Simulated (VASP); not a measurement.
# BaZrO3 (Pm-3m) in VASP: elastic constants with PBE

Aim: the elastic constants of BaZrO3 with PBE.

Everything below comes from runs of VASP 6.6.1. Logs are shortened: lines on timing, memory, paths and dates and some standing lists are left out, and cuts for length are marked.

### Step 1. The cell of the first run

It takes space group Pm-3m (No. 221, cubic). The conventional cell has a = 4.228 Å, b = 4.228 Å, c = 4.228 Å, α = 90.00°, β = 90.00°, γ = 90.00°. Ba (site symmetry m-3m) has 12 O at 2.99 Å and 8 Zr at 3.66 Å within 3.9 Å. Zr (site symmetry m-3m) has 6 O at 2.11 Å within 2.8 Å. O (site symmetry 4/mmm) has 2 Zr at 2.11 Å within 2.8 Å.

### Step 2. Elastic constants, PBE

INCAR

```
SYSTEM = BaZrO3
PREC     = Accurate       ! precision mode
ENCUT    = 600            ! plane-wave cutoff, eV
EDIFF    = 1E-8           ! SCF threshold, eV
ISMEAR   = 0              ! smearing method
SIGMA    = 0.05           ! smearing width, eV
LREAL    = .FALSE.        ! projectors in reciprocal space
LASPH    = .TRUE.         ! aspherical terms in the spheres
NELM     = 100            ! most SCF steps
ALGO     = Normal         ! electronic algorithm
ISIF     = 3              ! what is computed and relaxed
LWAVE    = .FALSE.        ! write WAVECAR
LCHARG   = .FALSE.        ! write CHGCAR
GGA      = PE             ! functional
IBRION   = 6              ! ionic algorithm
NFREE    = 2            
POTIM    = 0.015          ! step
NSW      = 1              ! ionic steps
```

KPOINTS

```
regular mesh
0
G
  8 8 8
  0 0 0
```

POSCAR

```
BaZrO3
1.0
    4.2283851526      0.0000000000      0.0000000000
    0.0000000000      4.2283851526      0.0000000000
    0.0000000000      0.0000000000      4.2283851526
Ba Zr O
1 1 3
Direct
    0.0000000000      0.0000000000      0.0000000000
    0.5000000000      0.5000000000      0.5000000000
    0.0000000000      0.5000000000      0.5000000000
    0.5000000000      0.5000000000      0.0000000000
    0.5000000000      0.0000000000      0.5000000000
```

Potentials or basis: VASP PAW PBE potentials, release 64 (Ba_sv, Zr_sv, O).

Run with:

```sh
> cat potpaw_PBE.64/Ba_sv/POTCAR potpaw_PBE.64/Zr_sv/POTCAR potpaw_PBE.64/O/POTCAR > POTCAR
> mpirun -np 1 vasp_std > vasp.out
```

OUTCAR:

```text
SYSTEM = BaZrO3
   PREC = Accurate
   ENCUT = 600
   EDIFF = 1E-8
   ISMEAR = 0
   LREAL = .FALSE.
   LASPH = .TRUE.
   NELM = 100
   ISIF = 3
   GGA = PE
   IBRION = 6
   NFREE = 2
   POTIM = 0.015
   NSW = 1

 ion  position               nearest neighbor table
   1  0.000  0.000  0.000-   3 2.99   4 2.99   5 2.99   3 2.99   5 2.99   3 2.99   4 2.99   3 2.99
                             4 2.99   5 2.99   5 2.99   4 2.99   2 3.66   2 3.66   2 3.66   2 3.66
   2  0.500  0.500  0.500-   3 2.11   4 2.11   5 2.11   4 2.11   5 2.11   3 2.11   1 3.66   1 3.66
                             1 3.66   1 3.66   1 3.66   1 3.66   1 3.66   1 3.66
   3  0.000  0.500  0.500-   2 2.11   2 2.11   1 2.99   1 2.99   1 2.99   1 2.99
   4  0.500  0.500  0.000-   2 2.11   2 2.11   1 2.99   1 2.99   1 2.99   1 2.99
   5  0.500  0.000  0.500-   2 2.11   2 2.11   1 2.99   1 2.99   1 2.99   1 2.99

  LATTYP: Found a simple cubic cell.
 ALAT       =     4.2283851526

  Lattice vectors:

 A1 = (   4.2283851526,   0.0000000000,   0.0000000000)
 A2 = (   0.0000000000,   4.2283851526,   0.0000000000)
 A3 = (   0.0000000000,   0.0000000000,   4.2283851526)

Analysis of symmetry for initial positions (statically):
=====================================================================
 Subroutine PRICEL returns:
 Original cell was already a primitive cell.

 Routine SETGRP: Setting up the symmetry group for a
 simple cubic supercell.

 Subroutine GETGRP returns: Found 48 space group operations
 (whereof 48 operations were pure point group operations)
 out of a pool of 48 trial point group operations.

The static configuration has the point symmetry O_h .

Analysis of symmetry for dynamics (positions and initial velocities):
=====================================================================
 Subroutine PRICEL returns:
 Original cell was already a primitive cell.

 Routine SETGRP: Setting up the symmetry group for a
[... 382 lines left out ...]
      5     -21.7085      2.00000
      6     -12.7239      2.00000
[... 637 lines left out ...]
     23       9.7637      0.00000
     24      10.1522      0.00000

 [... further k-points ...]
[... 5 lines left out ...]
  --------------------------------------------------------------------------------------
  -------------------------------------------------------------------------------------
  Total        0.3100705      0.3129617      0.3125231      0.0000000      0.0000000      0.0000000
  in kB        6.5712412      6.6325134      6.6232180      0.0000000      0.0000000      0.0000000
  external PRESSURE =       6.6089909 kB  Pullay stress =       0.0000000 kB
[... 20 lines left out ...]
  FREE ENERGIE OF THE ION-ELECTRON SYSTEM (eV)
  ---------------------------------------------------
  free  energy   TOTEN  =       -41.7313086530 eV

  energy  without entropy=      -41.7313086530  energy(sigma->0) =      -41.73130865

 INTERNAL STRAIN TENSORS FROM STRAINED CELLS
 ============================================

 INTERNAL STRAIN TENSOR FOR ION    1 for displacements in x,y,z  (eV/Angst):
          X           Y           Z          XY          YZ          ZX
  --------------------------------------------------------------------------------
  x     0.00000     0.00000     0.00000     0.00000     0.00000    -0.00000
  y     0.00000     0.00000     0.00000    -0.00000     0.00000     0.00000
  z     0.00000     0.00000     0.00000     0.00000     0.00000     0.00000

 INTERNAL STRAIN TENSORS FROM DISPLACED ATOMS
 ============================================

 INTERNAL STRAIN TENSOR FOR ION    1 for displacements in x,y,z  (eV/Angst):
          X           Y           Z          XY          YZ          ZX
  --------------------------------------------------------------------------------
  x     0.00000     0.00000     0.00000     0.00000     0.00000     0.00000
  y     0.00000     0.00000     0.00000     0.00000     0.00000     0.00000
  z     0.00000     0.00000     0.00000     0.00000     0.00000     0.00000

 INTERNAL STRAIN TENSOR FOR ION    5 for displacements in x,y,z  (eV/Angst):
          X           Y           Z          XY          YZ          ZX
  --------------------------------------------------------------------------------
  x     0.00000     0.00000     0.00000     0.00000     0.00000     0.00000
  y     0.00000     0.00000     0.00000     0.00000     0.00000     0.00000
  z     0.00000     0.00000     0.00000     0.00000     0.00000     0.00000

 Eigenvectors and eigenvalues of the dynamical matrix
 ----------------------------------------------------

   1 f  =   14.253786 THz    89.559181 2PiTHz  475.455136 cm-1    58.948897 meV
             X         Y         Z           dx          dy          dz
      0.000000  0.000000  0.000000     0.000932    0.031379   -0.002928
      2.114193  2.114193  2.114193     0.002498    0.084091   -0.007846
      0.000000  2.114193  2.114193    -0.026581    0.301230   -0.028105
      2.114193  2.114193  0.000000     0.008947    0.301230    0.083502
      2.114193  0.000000  2.114193     0.008947   -0.894969   -0.028105
[... 105 lines left out ...]
  15 f/i=    0.008141 THz     0.051151 2PiTHz    0.271554 cm-1     0.033668 meV
             X         Y         Z           dx          dy          dz
      0.000000  0.000000  0.000000     0.000429   -0.038291    0.705131
      2.114193  2.114193  2.114193     0.000349   -0.031120    0.573070
      0.000000  2.114193  2.114193     0.000146   -0.012973    0.238890
      2.114193  2.114193  0.000000     0.000145   -0.012973    0.239380
      2.114193  0.000000  2.114193     0.000145   -0.012999    0.238890

--------------------------------------------------------------------------------------------------------

 ELASTIC MODULI CONTR FROM IONIC RELAXATION (kBar)
 Direction    XX          YY          ZZ          XY          YZ          ZX
 --------------------------------------------------------------------------------
 XX           0.0000      0.0000      0.0000      0.0000      0.0000      0.0000
 YY           0.0000      0.0000      0.0000      0.0000      0.0000      0.0000
 ZZ           0.0000      0.0000      0.0000      0.0000      0.0000      0.0000
 XY           0.0000      0.0000      0.0000      0.0000      0.0000      0.0000
 YZ           0.0000      0.0000      0.0000      0.0000      0.0000      0.0000
 ZX           0.0000      0.0000      0.0000      0.0000      0.0000      0.0000
 --------------------------------------------------------------------------------

 TOTAL ELASTIC MODULI (kBar)
 Direction    XX          YY          ZZ          XY          YZ          ZX
 --------------------------------------------------------------------------------
 XX        2955.5243    798.0630    798.0630      0.0000      0.0000      0.0000
 YY         798.0630   2955.5243    798.0630     -0.0000      0.0000      0.0000
 ZZ         798.0630    798.0630   2955.5243      0.0000     -0.0000     -0.0000
 XY           0.0000     -0.0000      0.0000    855.6663      0.0000      0.0000
 YZ           0.0000      0.0000     -0.0000      0.0000    855.6663      0.0000
 ZX           0.0000      0.0000     -0.0000      0.0000      0.0000    855.6663
 --------------------------------------------------------------------------------
```

stdout:

```text
POSCAR found type information on POSCAR BaZrO
 POSCAR found :  3 types and       5 ions
 scaLAPACK will be used
 LDA part: xc-table for (Slater+PW92), standard interpolation
 POSCAR, INCAR and KPOINTS ok, starting setup
 FFT: planning ... GRIDC
 FFT: planning ... GRID_SOFT
 FFT: planning ... GRID
 WAVECAR not read
 entering main loop
 Found     4 degrees of freedom:
 Adding 6 more for cell shape distortion
 Finite differences POTIM= 0.01500 DOF=  10
 bond charge predicted
 Finite differences progress:
 bond charge predicted
 Finite differences progress:
 bond charge predicted
 Finite differences progress:
 bond charge predicted
 Finite differences progress:
 bond charge predicted
 Finite differences progress:
 bond charge predicted
 Finite differences progress:
 bond charge predicted
 Finite differences progress:
 bond charge predicted
 Finite differences progress:
 bond charge predicted
 Finite differences progress:
 bond charge predicted
 Finite differences progress:
 bond charge predicted
 Finite differences progress:
 bond charge predicted
 Finite differences progress:
 bond charge predicted
 Finite differences progress:
 bond charge predicted
 Finite differences progress:
 bond charge predicted
 Finite differences progress:
 bond charge predicted
 Finite differences progress:
 bond charge predicted
 Finite differences progress:
 bond charge predicted
 Finite differences progress:
 bond charge predicted
 Finite differences progress:
 bond charge predicted
 Finite differences progress:
```

It took 79 min on 1 thread of Oxide Virtual Turin-like, shared host; peak memory 0.66 GiB.

Results:

```yaml
Elastic_constants_C11_C12_C44: 296, 80, 86 GPa
Voigt_bulk_modulus: 152 GPa
Highest_phonon_frequency_at_Γ_LO-TO_splitting_left_out: 475 cm⁻¹
```

Phonon frequencies in cm⁻¹ (negative: imaginary):
```tsv
q point	frequencies
(0.000, 0.000, 0.000)	0 0 0 101 101 101 186 186 186 196 196 196 475 475 475
```

Elastic tensor in Voigt notation (GPa, in the Cartesian axes of the cell as first typed):
```
296  80  80   0   0   0
 80 296  80   0   0   0
 80  80 296   0   0   0
  0   0   0  86   0   0
  0   0   0   0  86   0
  0   0   0   0   0  86
```

Clamped-ion elastic tensor (GPa):
```
296  80  80   0   0   0
 80 296  80   0   0   0
 80  80 296   0   0   0
  0   0   0  86   0   0
  0   0   0   0  86   0
  0   0   0   0   0  86
```

Caveat: spin-orbit coupling is left out, which moves the levels of the heavy elements.
